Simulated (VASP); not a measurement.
Here is a VASP 6.6.1 calculation.

Contents of POSCAR:

```
Sc
1.0
    1.8401783019     -5.8374236165      0.0000000000
    1.8401783019      5.8374236165      0.0000000000
    0.0000000000      0.0000000000      4.8700791314
Sc
4
Direct
    0.0980000000      0.9020000000      0.9100000000
    0.5980000000      0.4020000000      0.5900000000
    0.9020000000      0.0980000000      0.0900000000
    0.4020000000      0.5980000000      0.4100000000
```

Contents of INCAR.step1:

```
SYSTEM = Sc
ALGO     = Normal         ! electronic algorithm
EDIFF    = 1E-4           ! SCF threshold, eV
ENCUT    = 520            ! plane-wave cutoff, eV
GGA      = PE             ! functional
ISMEAR   = 0              ! smearing method
LASPH    = .True.         ! aspherical terms in the spheres
LCHARG   = .False.        ! write CHGCAR
LREAL    = .False.        ! projectors in reciprocal space
LWAVE    = .True.         ! write WAVECAR
NBANDS   = 30             ! bands
NELM     = 100            ! most SCF steps
PREC     = Accurate       ! precision mode
SIGMA    = 0.1            ! smearing width, eV
```

File INCAR.step2:

```
SYSTEM = Sc
ALGO     = Normal         ! electronic algorithm
EDIFF    = 1E-6           ! SCF threshold, eV
ENCUT    = 520            ! plane-wave cutoff, eV
ISIF     = 2              ! what is computed and relaxed
ISMEAR   = 0              ! smearing method
ISTART   = 1            
LASPH    = .True.         ! aspherical terms in the spheres
LCHARG   = .False.        ! write CHGCAR
LMIXTAU  = .True.       
LREAL    = .False.        ! projectors in reciprocal space
LWAVE    = .False.        ! write WAVECAR
METAGGA  = R2SCAN         ! meta-GGA
NBANDS   = 30             ! bands
NELM     = 100            ! most SCF steps
PREC     = Accurate       ! precision mode
SIGMA    = 0.1            ! smearing width, eV
```

Contents of KPOINTS:

```
k-points
0
Gamma
  6 6 4
  0 0 0
```

Potentials or basis: VASP PAW PBE potentials, release 64 (Sc_sv).

The run is started by

```sh
$ cat potpaw_PBE.64/Sc_sv/POTCAR > POTCAR
$ cp INCAR.step1 INCAR
$ mpirun -np 1 vasp_std > vasp.out
$ cp INCAR.step2 INCAR
$ mpirun -np 1 vasp_std > vasp.out
```

Task: What does it give for the band gap on the k mesh?

Result: Zero (band 22 reaches 3.32 eV, above the bottom of band 23 at 2.98 eV).

Task: Predict the largest force.

Result: 2.463 eV/Å.

Task: What does it give for the pressure?

Result: -0.7 GPa.

Stress tensor (GPa, compression positive):
```
 2.38  0.00  0.00
 0.00 -2.97  0.00
 0.00  0.00 -1.51
```

Caveat: the PAW data sets were made with another functional, which shifts forces and pressure a little.
